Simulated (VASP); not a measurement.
# Al3Ga13As16 (P1) in VASP: a series of runs

The runs below take Al3Ga13As16 through relaxation of volume and atoms at fixed shape, single point, with PBEsol, r2SCAN.

All numbers are computed with VASP 6.6.1; they aren't measurements. Logs are shortened: lines on timing, memory, paths and dates and some standing lists are left out, and cuts for length are marked.

## Step 1: The cell of the first run

The typed cell holds 64 atoms: a = 11.325 Å, b = 11.325 Å, c = 11.325 Å, α = 90.00°, β = 90.00°, γ = 90.00°.

## Step 2: Relaxation of volume and atoms at fixed shape, PBEsol

Contents of INCAR:

```
  PREC = Accurate
  ENCUT = 500
  EDIFF = 1E-7
  ISMEAR = -1
  SIGMA = 0.05
  LREAL = Auto
  LASPH = T
  NELM = 120
  ALGO = Normal
  ISIF = 8
  LWAVE = F
  LCHARG = F
  GGA = PS
  IBRION = 2
  NSW = 100
  EDIFFG = -0.03
  ISYM = -1
  GGA_COMPAT = F
  NELMIN = 4
  KPAR = 1
```

Contents of KPOINTS:

```
explicit points
1
Reciprocal
  0.25000000   0.25000000   0.25000000 1
```

Contents of POSCAR:

```
Al3Ga13As16
1.0
   11.3253570000      0.0000000000      0.0000000000
    0.0000000000     11.3253570000      0.0000000000
    0.0000000000      0.0000000000     11.3253570000
Ga Al As
26 6 32
Direct
    0.9982570000      0.0021570000      0.0014520000
    0.0018790000      0.0009260000      0.4989340000
    0.0010700000      0.4969160000      0.5002670000
    0.5012480000      0.9998650000      0.5014660000
    0.4974900000      0.4974230000      0.9996030000
    0.5008580000      0.4971350000      0.5025070000
    0.2477370000      0.2490890000      0.9966870000
    0.2474340000      0.2506800000      0.5007950000
    0.2521300000      0.7502100000      0.5015260000
    0.7478900000      0.2478380000      0.9964480000
    0.7525400000      0.2518770000      0.4966010000
    0.7491800000      0.7482650000      0.0022840000
    0.7518110000      0.7475520000      0.5016740000
    0.2499240000      0.9981420000      0.2518410000
    0.2513040000      0.0014560000      0.7517860000
    0.2501540000      0.4992140000      0.2474280000
    0.2506970000      0.4973720000      0.7505620000
    0.7513560000      0.9982020000      0.2489340000
    0.7487520000      0.4998370000      0.7487350000
    0.0015600000      0.2511000000      0.2520370000
    0.9993700000      0.2465540000      0.7481980000
    0.9990470000      0.7482400000      0.2536300000
    0.0030710000      0.7513050000      0.7527200000
    0.5008100000      0.2500440000      0.2519020000
    0.5005610000      0.2458090000      0.7497020000
    0.4985210000      0.7480780000      0.2487760000
    0.0004340000      0.5010570000      0.9978170000
    0.4998040000      0.9964930000      0.9997120000
    0.2502730000      0.7509550000      0.0030950000
    0.7505120000      0.0008180000      0.7527190000
    0.7515470000      0.4987550000      0.2503360000
    0.5002420000      0.7516130000      0.7517130000
    0.1253620000      0.1276460000      0.1274880000
    0.1228340000      0.1257570000      0.6252120000
    0.1224110000      0.6245450000      0.1237160000
    0.1222250000      0.6255590000      0.6252390000
    0.6239770000      0.1270950000      0.1236100000
    0.6276300000      0.1260380000      0.6249340000
    0.6230360000      0.6279480000      0.1271590000
    0.6249250000      0.6228110000      0.6276250000
    0.3756320000      0.3764120000      0.1304980000
    0.3778830000      0.3750560000      0.6225370000
    0.3776810000      0.8740050000      0.1261820000
    0.3741500000      0.8749900000      0.6234690000
    0.8742120000      0.3728150000      0.1237200000
    0.8733090000      0.3741750000      0.6231480000
    0.8760030000      0.8758150000      0.1250830000
    0.8759540000      0.8759710000      0.6253940000
    0.3758650000      0.1248640000      0.3771260000
    0.3739060000      0.1246840000      0.8760150000
    0.3776090000      0.6229710000      0.3738320000
    0.3788010000      0.6256960000      0.8743880000
    0.8742810000      0.1277460000      0.3767250000
    0.8783080000      0.1264520000      0.8752960000
    0.8755840000      0.6234610000      0.3732140000
    0.8754890000      0.6232430000      0.8734580000
    0.1215970000      0.3770290000      0.3741540000
    0.1228380000      0.3755020000      0.8745600000
    0.1250900000      0.8756930000      0.3761750000
    0.1238160000      0.8767460000      0.8766000000
    0.6267930000      0.3762430000      0.3788110000
    0.6243610000      0.3759890000      0.8741000000
    0.6210200000      0.8737970000      0.3772330000
    0.6253600000      0.8726760000      0.8737350000
```

Potentials or basis: VASP PAW PBE potentials, release 64 (Ga_d, Al, As).

Started as:

```bash
cat potpaw_PBE.64/Ga_d/POTCAR potpaw_PBE.64/Al/POTCAR potpaw_PBE.64/As/POTCAR > POTCAR
mpirun -np 4 vasp_std > vasp.out
```

OUTCAR:

```text
PREC = Accurate
   ENCUT = 500
   EDIFF = 1E-7
   ISMEAR = -1
   LREAL = Auto
   LASPH = T
   NELM = 120
   ISIF = 8
   GGA = PS
   IBRION = 2
   NSW = 100
   EDIFFG = -0.03
   ISYM = -1
   NELMIN = 4

 ion  position               nearest neighbor table
   1  0.998  0.002  0.001-  54 2.42  47 2.43  60 2.46  33 2.48
   2  0.002  0.001  0.499-  59 2.43  34 2.43  53 2.46  48 2.47
   3  0.001  0.497  0.500-  57 2.40  46 2.44  36 2.45  55 2.48
   4  0.501  1.000  0.501-  63 2.42  44 2.45  49 2.45  38 2.46
   5  0.497  0.497  1.000-  52 2.43  62 2.44  41 2.45  39 2.51
   6  0.501  0.497  0.503-  42 2.39  61 2.42  40 2.45  51 2.47
[... 56 lines left out ...]
  63  0.621  0.874  0.377-   4 2.42  26 2.46  13 2.49  18 2.51
  64  0.625  0.873  0.874-  32 2.41  30 2.45  28 2.45  12 2.46

IMPORTANT INFORMATION: All symmetrisations will be switched off!
NOSYMM: (Re-)initialisation of all symmetry stuff for point group C_1.

----------------------------------------------------------------------------------------

                                     Primitive cell

  volume of cell :    1452.6323

  direct lattice vectors                    reciprocal lattice vectors
    11.325357000  0.000000000  0.000000000     0.088297437  0.000000000  0.000000000
     0.000000000 11.325357000  0.000000000     0.000000000  0.088297437  0.000000000
     0.000000000  0.000000000 11.325357000     0.000000000  0.000000000  0.088297437

  length of vectors
    11.325357000 11.325357000 11.325357000     0.088297437  0.088297437  0.088297437

  position of ions in fractional coordinates (direct lattice)
     0.998257000  0.002157000  0.001452000
     0.001879000  0.000926000  0.498934000
     0.001070000  0.496916000  0.500267000
     0.501248000  0.999865000  0.501466000
     0.497490000  0.497423000  0.999603000
     0.500858000  0.497135000  0.502507000
[... 56 lines left out ...]
     0.621020000  0.873797000  0.377233000
     0.625360000  0.872676000  0.873735000

  ion indices of the primitive-cell ions
   primitive index   ion index
                 1           1
                 2           2
                 3           3
                 4           4
                 5           5
                 6           6
[... 56 lines left out ...]
                63          63
                64          64

----------------------------------------------------------------------------------------

 KPOINTS: explicit points

Read explicit list of k-points.

 Found      1 k-points:

 Following reciprocal coordinates:
            Coordinates               Weight
  0.250000  0.250000  0.250000      1.000000
   k-points           NKPTS =      1   k-points in BZ     NKDIM =      1   number of bands    NBANDS=    312
   number of dos      NEDOS =    301   number of ions     NIONS =     64
   total plane-waves  NPLWV = 592704
   dimension x,y,z NGX =    84 NGY =   84 NGZ =   84
   dimension x,y,z NGXF=   168 NGYF=  168 NGZF=  168
   ions per type =              26   6  32
   NGX,Y,Z   is equivalent  to a cutoff of  12.33, 12.33, 12.33 a.u.
   NGXF,Y,Z  is equivalent  to a cutoff of  24.66, 24.66, 24.66 a.u.
 SYSTEM =  unknown system
   PREC   = accura    normal or accurate (medium, high low for compatibility)
   ISTART =      0    job   : 0-new  1-cont  2-samecut
   ICHARG =      2    charge: 1-file 2-atom 10-const
   ISPIN  =      1    spin polarized calculation?
   LNONCOLLINEAR =      F non collinear calculations
   LSORBIT =      F    spin-orbit coupling
   LASPH  =      T    aspherical Exc in radial PAW
   ENCUT  =  500.0 eV  36.75 Ry    6.06 a.u.  20.65 20.65 20.65*2*pi/ulx,y,z
   NELM   =    120;   NELMIN=  4; NELMDL= -5     # of ELM steps
   EDIFF  = 0.1E-06   stopping-criterion for ELM
   LREAL  =      T    real-space projection
   EDIFFG = -.3E-01   stopping-criterion for IOM
   NSW    =    100    number of steps for IOM
   IBRION =      2    ionic relax: 0-MD 1-quasi-New 2-CG
   NFREE  =      1    steps in history (QN), initial steepest desc. (CG)
   ISIF   =      8    stress and relaxation
[... 23 lines left out ...]
   LRPA    =     F    only Hartree local field effects (RPA)
 conjugate gradient relaxation of ions
 non-spin polarized calculation
  energy-cutoff  :      500.00
  volume of cell :     1452.63
 maximum number of plane-waves:     36903
 NGX is ok and might be reduce to    84
   NGX = 41   NGY = 41   NGZ = 41

--------------------------------------- Ionic step        1  -------------------------------------------

 number of electron     515.9999994 magnetization

 Free energy of the ion-electron system (eV)
  ---------------------------------------------------
  ext. energy  EPLUGINS =         0.00000000
  ---------------------------------------------------
  free energy    TOTEN  =      -296.19816194 eV

  energy without entropy =     -296.19815835  energy(sigma->0) =     -296.19816014

------------------------ aborting loop because EDIFF is reached ----------------------------------------

  FORCE on cell =-STRESS in cart. coord.  units (eV):
  Direction    XX          YY          ZZ          XY          YZ          ZX
  --------------------------------------------------------------------------------------
  -------------------------------------------------------------------------------------
  Total        2.2201415      2.2671569      2.1503841     -6.9068527     -6.1431227     -9.6835572
  in kB        2.4486998      2.5005553      2.3717610     -7.6178966     -6.7755424    -10.6804562
  external PRESSURE =       2.4403387 kB  Pullay stress =       0.0000000 kB
[... 275 lines left out ...]
  FREE ENERGIE OF THE ION-ELECTRON SYSTEM (eV)
  ---------------------------------------------------
  free  energy   TOTEN  =      -296.5429068047 eV

  energy  without entropy=     -296.5429032038  energy(sigma->0) =     -296.54290500

[... ionic steps 4 to 8 ...]

--------------------------------------- Ionic step        9  -------------------------------------------

 number of electron     516.0000453 magnetization

------------------------ aborting loop because EDIFF is reached ----------------------------------------

  FORCE on cell =-STRESS in cart. coord.  units (eV):
  Direction    XX          YY          ZZ          XY          YZ          ZX
  --------------------------------------------------------------------------------------
  -------------------------------------------------------------------------------------
  Total        0.0185416     -0.0113236     -0.0470124     -6.8904490     -6.9460681     -6.8727054
  in kB        0.0203998     -0.0124585     -0.0517241     -7.5810176     -7.6422109     -7.5614957
  external PRESSURE =      -0.0145942 kB  Pullay stress =       0.0000000 kB
[... 181 lines left out ...]
  energy  without entropy=     -296.5867693373  energy(sigma->0) =     -296.58677090

--------------------------------------- Ionic step       11  -------------------------------------------

 number of electron     516.0000484 magnetization

 Free energy of the ion-electron system (eV)
  ---------------------------------------------------
  ext. energy  EPLUGINS =         0.00000000
  ---------------------------------------------------
  free energy    TOTEN  =      -296.58747239 eV

  energy without entropy =     -296.58746928  energy(sigma->0) =     -296.58747084

 E-fermi :   4.2554     XC(G=0):  -9.6370

 val. band max:        3.5319682273   @ k =   0.2500   0.2500   0.2500
 cond. band min:       4.9448103121   @ k =   0.2500   0.2500   0.2500
 fundamental gap:      1.4128420849
 Fermi energy:         4.2553599555

 k-point     1 :       0.2500    0.2500    0.2500
  band No.  band energies     occupation
      1     -11.0389      2.00000
      2     -11.0376      2.00000
      3     -11.0365      2.00000
      4     -11.0336      2.00000
      5     -11.0321      2.00000
      6     -11.0300      2.00000
[... 262 lines left out ...]
    269       5.9109      0.00000
    270       6.0649      0.00000
 [bands above 270 left out]

------------------------ aborting loop because EDIFF is reached ----------------------------------------

  FORCE on cell =-STRESS in cart. coord.  units (eV):
  Direction    XX          YY          ZZ          XY          YZ          ZX
  --------------------------------------------------------------------------------------
  -------------------------------------------------------------------------------------
  Total        0.2630794      0.2219572      0.2006147     -6.8909241     -6.8461884     -6.8882975
  in kB        0.2895433      0.2442846      0.2207951     -7.5841020     -7.5348663     -7.5812113
  external PRESSURE =       0.2515410 kB  Pullay stress =       0.0000000 kB
[... 79 lines left out ...]
  FREE ENERGIE OF THE ION-ELECTRON SYSTEM (eV)
  ---------------------------------------------------
  free  energy   TOTEN  =      -296.5874723906 eV

  energy  without entropy=     -296.5874692795  energy(sigma->0) =     -296.58747084

 reached required accuracy - stopping structural energy minimisation
```

Run time: 27 min. Hardware: 4 MPI ranks of Intel Xeon 6975P-C (Granite Rapids), shared host; peak memory 0.54 GiB.

What came out:

* Free energy: -296.5875 eV
* Relaxed volume: 22.75 Å³/atom
* Relaxed cell: a = 11.333 Å, b = 11.333 Å, c = 11.333 Å, α = 90.00°, β = 90.00°, γ = 90.00°
* Space group after relaxing (to 0.1 Å): P1 (No. 1)
* Energy gained by relaxing: 6.1 meV/atom
* Ionic steps: 11
* Pressure after relaxing: 0.0 GPa
* Largest force after relaxing: 0.029 eV/Å
* Band gap on the k mesh: 1.41 eV

Forces on the atoms (eV/Å):
```
Ga   0.002 -0.001 -0.025
Ga  -0.007 -0.001  0.011
Ga  -0.003 -0.021  0.006
Ga   0.002  0.008 -0.009
Ga   0.014  0.010 -0.012
Ga  -0.006 -0.001 -0.012
Ga  -0.005 -0.013  0.008
Ga  -0.002 -0.002  0.003
Ga   0.012  0.001 -0.003
Ga   0.019  0.015  0.007
Ga  -0.001  0.005  0.019
Ga  -0.011 -0.003 -0.003
Ga   0.004  0.000  0.007
Ga  -0.002  0.002 -0.005
Ga  -0.014  0.003 -0.002
Ga   0.006  0.001  0.018
Ga   0.006  0.004 -0.003
Ga   0.008  0.005  0.007
Ga   0.009 -0.003 -0.019
Ga   0.006  0.008 -0.004
Ga  -0.018 -0.005 -0.008
Ga  -0.003 -0.018  0.006
Ga  -0.003  0.006 -0.010
Ga   0.000 -0.002  0.008
Ga   0.022  0.006 -0.004
Ga  -0.009 -0.010 -0.003
Al  -0.021 -0.003  0.019
Al   0.004 -0.008 -0.001
Al  -0.009 -0.004  0.001
Al  -0.022  0.007 -0.008
Al  -0.006 -0.008  0.006
Al   0.006 -0.009 -0.004
As  -0.002 -0.005 -0.006
As   0.008  0.009  0.018
As   0.022  0.006 -0.001
As   0.000 -0.009 -0.014
As  -0.003 -0.011 -0.017
As   0.002  0.009  0.022
As   0.018  0.007  0.009
As   0.014 -0.006  0.007
As  -0.007  0.010  0.009
As   0.001  0.002 -0.004
As  -0.018  0.000 -0.014
As  -0.009  0.001 -0.003
As   0.000 -0.005  0.012
As   0.003  0.000  0.012
As  -0.007  0.012 -0.009
As  -0.017  0.002 -0.007
As  -0.019 -0.004 -0.009
As  -0.005  0.000 -0.009
As   0.002  0.010 -0.007
As  -0.003  0.000  0.006
As  -0.009  0.014  0.011
As   0.001 -0.002 -0.009
As  -0.004 -0.001 -0.013
As  -0.010 -0.011  0.013
As   0.003 -0.005  0.011
As   0.010 -0.011 -0.002
As   0.009  0.003 -0.008
As   0.015 -0.003  0.002
As   0.011  0.008  0.008
As   0.011 -0.003  0.007
As   0.001  0.006 -0.001
As   0.003  0.007 -0.002
```

The path:
| step | energy change (eV) | largest force (eV/Å) | pressure (GPa) | volume (Å³) |
| --- | --- | --- | --- | --- |
| 1 | 0.0000 | 0.8575 | 0.24 | 1452.63 |
| 2 | -0.3294 | 0.2275 | -0.18 | 1459.91 |
| 3 | -0.3447 | 0.1745 | -0.27 | 1461.88 |
| 4 | -0.3688 | 0.1027 | 0.11 | 1453.78 |
| 5 | -0.3695 | 0.0979 | 0.20 | 1452.01 |
| 6 | -0.3800 | 0.0602 | 0.04 | 1455.31 |
| 7 | -0.3814 | 0.0664 | -0.04 | 1456.94 |
| 8 | -0.3855 | 0.0349 | -0.02 | 1456.59 |
| 9 | -0.3867 | 0.0449 | 0.00 | 1456.23 |
| 10 | -0.3886 | 0.0326 | 0.01 | 1455.99 |
| 11 | -0.3893 | 0.0287 | 0.03 | 1455.74 |

Final structure:
```xyz
64
Lattice="11.3334 0.0000 0.0000 0.0000 11.3334 0.0000 0.0000 0.0000 11.3334" Properties=species:S:1:pos:R:3 pbc="T T T"
Ga   11.3334    0.0074    0.0182
Ga    0.0046   11.3295    5.6616
Ga    0.0037    5.6752    5.6764
Ga    5.6695   11.3334    5.6737
Ga    5.6619    5.6597    0.0050
Ga    5.6708    5.6601    5.6727
Ga    2.8357    2.8345    0.0002
Ga    2.8323    2.8354    5.6656
Ga    2.8367    8.5001    5.6732
Ga    8.4932    2.8246    0.0009
Ga    8.5056    2.8296    5.6642
Ga    8.5062    8.4960    0.0078
Ga    8.5094    8.4962    5.6693
Ga    2.8402    0.0002    2.8459
Ga    2.8292    0.0084    8.5006
Ga    2.8309    5.6670    2.8339
Ga    2.8404    5.6609    8.5018
Ga    8.4952   11.3297    2.8348
Ga    8.4965    5.6660    8.5022
Ga    0.0007    2.8314    2.8371
Ga    0.0049    2.8307    8.5026
Ga    0.0011    8.5021    2.8455
Ga    0.0094    8.5063    8.5068
Ga    5.6680    2.8300    2.8407
Ga    5.6643    2.8276    8.4997
Ga    5.6699    8.4960    2.8478
Al   11.3293    5.6574   11.3256
Al    5.6628   11.3218    0.0074
Al    2.8259    8.4942    0.0115
Al    8.5099   11.3229    8.5027
Al    8.4985    5.6583    2.8276
Al    5.6661    8.4936    8.5057
As    1.4252    1.4175    1.4267
As    1.4127    1.4155    7.0766
As    1.4017    7.0760    1.4217
As    1.4234    7.0843    7.0943
As    7.0764    1.4119    1.4193
As    7.0912    1.4147    7.0857
As    7.0775    7.0821    1.4170
As    7.0847    7.0821    7.0818
As    4.2495    4.2441    1.4232
As    4.2507    4.2449    7.0846
As    4.2490    9.9084    1.4320
As    4.2501    9.9213    7.0912
As    9.9156    4.2393    1.4114
As    9.9185    4.2486    7.0862
As    9.9179    9.9124    1.4257
As    9.9306    9.9114    7.0812
As    4.2547    1.4155    4.2580
As    4.2515    1.4153    9.9222
As    4.2497    7.0743    4.2576
As    4.2485    7.0782    9.9253
As    9.9178    1.4073    4.2460
As    9.9186    1.4141    9.9218
As    9.9150    7.0771    4.2509
As    9.9177    7.0877    9.9119
As    1.4133    4.2538    4.2533
As    1.4232    4.2472    9.9126
As    1.4213    9.9128    4.2537
As    1.4159    9.9284    9.9271
As    7.0825    4.2449    4.2546
As    7.0780    4.2460    9.9173
As    7.0859    9.9123    4.2589
As    7.0891    9.9107    9.9241
```

Levels at points of the mesh, in eV from the valence-band top:
| k point | band 256 | band 257 | band 258 | band 259 | band 260 | band 261 |
| --- | --- | --- | --- | --- | --- | --- |
| (0.25, 0.25, 0.25) | -0.44 | 0.00 | 0.00 | 1.41 | 1.82 | 1.85 |

Caveat: the PAW data sets were made with another functional, which shifts forces and pressure a little; a shifted mesh leaves out Γ, where band edges can lie.

(Continued in part 2 of 2.)
